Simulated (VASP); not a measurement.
Input of a VASP 6.6.1 run:

Contents of INCAR:

```
PREC = Accurate ; ENCUT = 520
EDIFF = 1E-7 ; ISMEAR = 0
SIGMA = 0.1 ; LREAL = F
LASPH = T ; NELM = 100
ALGO = Normal ; ISIF = 2
LWAVE = F ; LCHARG = F
GGA = PS ; NBANDS = 16
```

File KPOINTS:

```
Automatic mesh
0
Gamma
  14 14 14
```

POSCAR

```
GaN
1.0
    0.0000000000      2.5707740711      2.5707740711
    2.5707740711      0.0000000000      2.5707740711
    2.5707740711      2.5707740711      0.0000000000
Ga N
1 1
Direct
    0.0000000000      0.0000000000      0.0000000000
    0.7500000000      0.7500000000      0.7500000000
```

Potentials or basis: VASP PAW PBE potentials, release 64 (Ga_d, N).

Run with:

```bash
$ cat potpaw_PBE.64/Ga_d/POTCAR potpaw_PBE.64/N/POTCAR > POTCAR
$ mpirun -np 1 vasp_std > vasp.out
```

(1) What does it give for the band gap on the k mesh?

(2) Predict the pressure.

Results:

(1) zero (filled and empty bands touch).

(2) -30.0 GPa.

Caveat: the cell differs from its parent crystal (P replaced by N, lengths x 0.906, strained); the PAW data sets were made with another functional, which shifts forces and pressure a little.
